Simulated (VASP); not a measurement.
# Ba4Ru (P-43m) in VASP: notebook

Ba4Ru is run at these levels: PBE; tasks: single point, relaxation of cell and atoms.

Program: VASP 6.6.1. These are calculated values, not measurements. Logs are shortened: lines on timing, memory, paths and dates and some standing lists are left out, and cuts for length are marked.

### Step 1. The cell of the first run

Symmetry: P-43m, No. 215, cubic system. Conventional cell: a = 6.444 Å, b = 6.444 Å, c = 6.444 Å, α = 90.00°, β = 90.00°, γ = 90.00°. Ba (site symmetry 3m) has 1 Ru at 2.72 Å within 3.6 Å. Within 3.6 Å of Ru (site symmetry -43m) lie 4 Ba at 2.72 Å.

The cell was built from a structure type or drawn by symmetry, and may not be a known phase.

### Step 2. Single point, PBE

INCAR reads:

```
PREC = Accurate
ENCUT = 520
EDIFF = 1E-6
ISMEAR = 0
SIGMA = 0.1
LREAL = False
LASPH = True
NELM = 100
ALGO = Normal
ISIF = 2
LWAVE = False
LCHARG = True
GGA = PE
LELF = True
LVHAR = True
NBANDS = 35
```

KPOINTS reads:

```
Automatic mesh
0
Gamma
  6 6 6
```

POSCAR reads:

```
Ba4Ru
1.0
    6.4442535413      0.0000000000      0.0000000000
    0.0000000000      6.4442535413      0.0000000000
    0.0000000000      0.0000000000      6.4442535413
Ba Ru
4 1
Direct
    0.2437151518      0.2437151518      0.2437151518
    0.7562848482      0.7562848482      0.2437151518
    0.2437151518      0.7562848482      0.7562848482
    0.7562848482      0.2437151518      0.7562848482
    0.0000000000      0.0000000000      0.0000000000
```

Potentials or basis: VASP PAW PBE potentials, release 64 (Ba_sv, Ru_pv).

Command:

```console
> cat potpaw_PBE.64/Ba_sv/POTCAR potpaw_PBE.64/Ru_pv/POTCAR > POTCAR
> mpirun -np 1 vasp_std > vasp.out
```

OUTCAR:

```text
PREC = Accurate
   ENCUT = 520
   EDIFF = 1E-6
   ISMEAR = 0
   LREAL = False
   LASPH = True
   NELM = 100
   ISIF = 2
   GGA = PE

 ion  position               nearest neighbor table
   1  0.244  0.244  0.244-   5 2.72   3 4.44   4 4.44   2 4.44   3 4.56   4 4.56   2 4.56   4 4.56
                             2 4.56   3 4.56   3 4.67   2 4.67   4 4.67
   2  0.756  0.756  0.244-   5 2.72   3 4.44   4 4.44   1 4.44   3 4.56   4 4.56   1 4.56   4 4.56
                             1 4.56   3 4.56   4 4.67   3 4.67   1 4.67
   3  0.244  0.756  0.756-   5 2.72   2 4.44   4 4.44   1 4.44   2 4.56   4 4.56   1 4.56   2 4.56
                             1 4.56   4 4.56   2 4.67   4 4.67   1 4.67
   4  0.756  0.244  0.756-   5 2.72   2 4.44   3 4.44   1 4.44   2 4.56   3 4.56   1 4.56   2 4.56
                             1 4.56   3 4.56   2 4.67   3 4.67   1 4.67
   5  0.000  0.000  0.000-   1 2.72   2 2.72   3 2.72   4 2.72

  LATTYP: Found a simple cubic cell.
 ALAT       =     6.4442535413

  Lattice vectors:

 A1 = (   6.4442535413,   0.0000000000,   0.0000000000)
 A2 = (   0.0000000000,   6.4442535413,   0.0000000000)
 A3 = (   0.0000000000,   0.0000000000,   6.4442535413)

Analysis of symmetry for initial positions (statically):
=====================================================================
 Subroutine PRICEL returns:
 Original cell was already a primitive cell.

 Routine SETGRP: Setting up the symmetry group for a
 simple cubic supercell.

 Subroutine GETGRP returns: Found 24 space group operations
 (whereof 24 operations were pure point group operations)
 out of a pool of 48 trial point group operations.

The static configuration has the point symmetry T_d .

Analysis of symmetry for dynamics (positions and initial velocities):
=====================================================================
 Subroutine PRICEL returns:
 Original cell was already a primitive cell.

 Routine SETGRP: Setting up the symmetry group for a
 simple cubic supercell.

 Subroutine GETGRP returns: Found 24 space group operations
 (whereof 24 operations were pure point group operations)
 out of a pool of 48 trial point group operations.

The dynamic configuration has the point symmetry T_d .

 Subroutine INISYM returns: Found 24 space group operations
 (whereof 24 operations are pure point group operations),
 and found     1 'primitive' translations

----------------------------------------------------------------------------------------

                                     Primitive cell
[... 94 lines left out ...]
   EDIFFG = 0.1E-04   stopping-criterion for IOM
   NSW    =      0    number of steps for IOM
   IBRION =     -1    ionic relax: 0-MD 1-quasi-New 2-CG
   NFREE  =      0    steps in history (QN), initial steepest desc. (CG)
   ISIF   =      2    stress and relaxation
   ISYM   =      2    0-nonsym 1-usesym 2-fastsym
   POTIM  = 0.5000    time-step for ionic-motion
   TEBEG  =    0.0;   TEEND  =   0.0 temperature during run
   PSTRESS=    0.0 pullay stress
   NELECT =      54.0000    total number of electrons
   NUPDOWN=      -1.0000    fix difference up-down
   EMIN   =  10.00;   EMAX   =-10.00  energy-range for DOS
   EFERMI =   0.00;   METHOD = LEGACY
   ISMEAR =     0;   SIGMA  =   0.10  broadening in eV -4-tet -1-fermi 0-gaus
   EFERMI_NEDOS =   21; number of points for ismear=-14 and -15
   IALGO  =     38    algorithm
   IMIX   =      4    mixing-type and parameters
     AMIX     =   0.40;   BMIX     =  1.00
     AMIX_MAG =   1.60;   BMIX_MAG =  1.00
  volume/ion in A,a.u.               =      53.52       361.20
  Fermi-wavevector in a.u.,A,eV,Ry     =   0.960211  1.814536 12.544649  0.922006
  Thomas-Fermi vector in A             =   2.089476
   LORBIT       =      0    0 simple, 1 ext, 2 COOP (PROOUT), +10 PAW based schemes
   GGA     = PE    functional components
   LHFCALC =     F    Hartree Fock is set to
   AEXX    =    0.0000 exact exchange contribution
   IVDW    =     0    specifies the selected vdW correction
   LEPSILON=     F    determine dielectric tensor
   LRPA    =     F    only Hartree local field effects (RPA)
 non-spin polarized calculation
 Gauss-broadening in eV      SIGMA  =   0.10
  energy-cutoff  :      520.00
  volume of cell :      267.62
 maximum number of plane-waves:      7248
 NGX is ok and might be reduce to    48
   NGX = 23   NGY = 23   NGZ = 23

 number of electron      54.0000018 magnetization

 Free energy of the ion-electron system (eV)
  ---------------------------------------------------
  ext. energy  EPLUGINS =         0.00000000
  ---------------------------------------------------
  free energy    TOTEN  =       -15.12672296 eV

  energy without entropy =      -15.09312613  energy(sigma->0) =      -15.10992454

 E-fermi :   2.0635     XC(G=0):  -7.6180

 val. band max:        2.0415570854   @ k =   0.1667   0.1667   0.0000
 cond. band min:       2.0667181098   @ k =   0.3333   0.1667   0.1667
 fundamental gap:      0.0251610244
 Fermi energy:         2.0634568421

 k-point     1 :       0.0000    0.0000    0.0000
  band No.  band energies     occupation
      1     -39.6597      2.00000
      2     -39.6597      2.00000
      3     -39.6597      2.00000
      4     -26.5876      2.00000
      5     -26.5363      2.00000
      6     -26.5363      2.00000
[... 749 lines left out ...]
     34       3.6687      0.00000
     35       3.7141      0.00000

------------------------ aborting loop because EDIFF is reached ----------------------------------------

  FORCE on cell =-STRESS in cart. coord.  units (eV):
  Direction    XX          YY          ZZ          XY          YZ          ZX
  --------------------------------------------------------------------------------------
  -------------------------------------------------------------------------------------
  Total        1.4438943      1.4438943      1.4438943     -0.0000000      0.0000000     -0.0000000
  in kB        8.6442664      8.6442664      8.6442664     -0.0000000      0.0000000     -0.0000000
  external PRESSURE =       8.6442664 kB  Pullay stress =       0.0000000 kB

 VOLUME and BASIS-vectors are now :
 -----------------------------------------------------------------------------
  energy-cutoff  :      520.00
  volume of cell :      267.62
      direct lattice vectors                 reciprocal lattice vectors
     6.444253541  0.000000000  0.000000000     0.155177011  0.000000000  0.000000000
     0.000000000  6.444253541  0.000000000     0.000000000  0.155177011  0.000000000
     0.000000000  0.000000000  6.444253541     0.000000000  0.000000000  0.155177011

 POSITION                                       TOTAL-FORCE (eV/Angst)
 -----------------------------------------------------------------------------------
      1.57056      1.57056      1.57056         0.239155      0.239155      0.239155
      4.87369      4.87369      1.57056        -0.239155     -0.239155      0.239155
      1.57056      4.87369      4.87369         0.239155     -0.239155     -0.239155
      4.87369      1.57056      4.87369        -0.239155      0.239155     -0.239155
      0.00000      0.00000      0.00000        -0.000000      0.000000     -0.000000
 -----------------------------------------------------------------------------------
    total drift:                                0.000000      0.000000      0.000000

  FREE ENERGIE OF THE ION-ELECTRON SYSTEM (eV)
  ---------------------------------------------------
  free  energy   TOTEN  =       -15.1267229567 eV

  energy  without entropy=      -15.0931261323  energy(sigma->0) =      -15.10992454
```

OSZICAR:

```text
N       E                     dE             d eps       ncg     rms          rms(c)
DAV:   1     0.410897779270E+03    0.41090E+03   -0.24888E+04  1704   0.130E+03
DAV:   2     0.740506816088E+01   -0.40349E+03   -0.39468E+03  1971   0.282E+02
DAV:   3    -0.180916393516E+02   -0.25497E+02   -0.25245E+02  1743   0.691E+01
DAV:   4    -0.190224612776E+02   -0.93082E+00   -0.92641E+00  2232   0.100E+01
DAV:   5    -0.190352125367E+02   -0.12751E-01   -0.12714E-01  1824   0.123E+00    0.104E+01
DAV:   6    -0.199829367262E+02   -0.94772E+00   -0.62529E+01  1756   0.234E+01    0.218E+01
DAV:   7    -0.154979019460E+02    0.44850E+01   -0.37379E+01  1700   0.178E+01    0.443E+00
DAV:   8    -0.151424729380E+02    0.35543E+00   -0.38502E+00  1683   0.552E+00    0.141E+00
DAV:   9    -0.151287426849E+02    0.13730E-01   -0.35027E-01  1841   0.210E+00    0.695E-01
DAV:  10    -0.151272628773E+02    0.14798E-02   -0.18187E-02  1782   0.597E-01    0.264E-01
DAV:  11    -0.151266649346E+02    0.59794E-03   -0.65020E-03  2007   0.229E-01    0.632E-02
DAV:  12    -0.151268937037E+02   -0.22877E-03   -0.15976E-03  1807   0.158E-01    0.976E-02
DAV:  13    -0.151267185979E+02    0.17511E-03   -0.93014E-04  1817   0.101E-01    0.118E-02
DAV:  14    -0.151267227206E+02   -0.41227E-05   -0.36042E-05  1818   0.207E-02    0.472E-03
DAV:  15    -0.151267229567E+02   -0.23605E-06   -0.26773E-06  1381   0.710E-03
   1 F= -.15126723E+02 E0= -.15109925E+02  d E =-.335968E-01
```

Run time: 84 s. Hardware: 1 thread of Intel Xeon 6975P-C (Granite Rapids), shared host; peak memory 0.42 GiB.

Results:

```yaml
Free_energy: -15.1267 eV
Pressure: 0.9 GPa
Largest_force: 0.414 eV/Å
Band_gap_on_the_k_mesh: zero (bands 27 and 28 overlap by 1.21 eV)
```

Forces in eV/Å, atoms in the order of the input:
```
Ba   0.239  0.239  0.239
Ba  -0.239 -0.239  0.239
Ba   0.239 -0.239 -0.239
Ba  -0.239  0.239 -0.239
Ru   0.000  0.000  0.000
```

Levels at points of the mesh, in eV from the Fermi level:
```
           k point  band 23  band 24  band 25  band 26  band 27  band 28  band 29  band 30  band 31  band 32
(0.00, 0.00, 0.00)    -1.79    -1.79    -1.79    -0.17    -0.06    -0.06    -0.06     0.64     0.64     1.84
(0.50, 0.00, 0.00)    -1.71    -1.71    -1.63    -1.37     0.46     0.65     0.65     0.70     0.76     1.03
(0.50, 0.50, 0.00)    -1.58    -1.58    -0.86    -0.42    -0.42    -0.33     0.68     0.80     0.80     0.91
(0.50, 0.50, 0.50)    -1.52    -1.52    -1.20    -0.76    -0.76    -0.76     0.92     1.19     1.19     1.19
```

Caveat: spin-orbit coupling is left out, which moves the levels of the heavy elements.

(Part 1 of 2 ends here.)
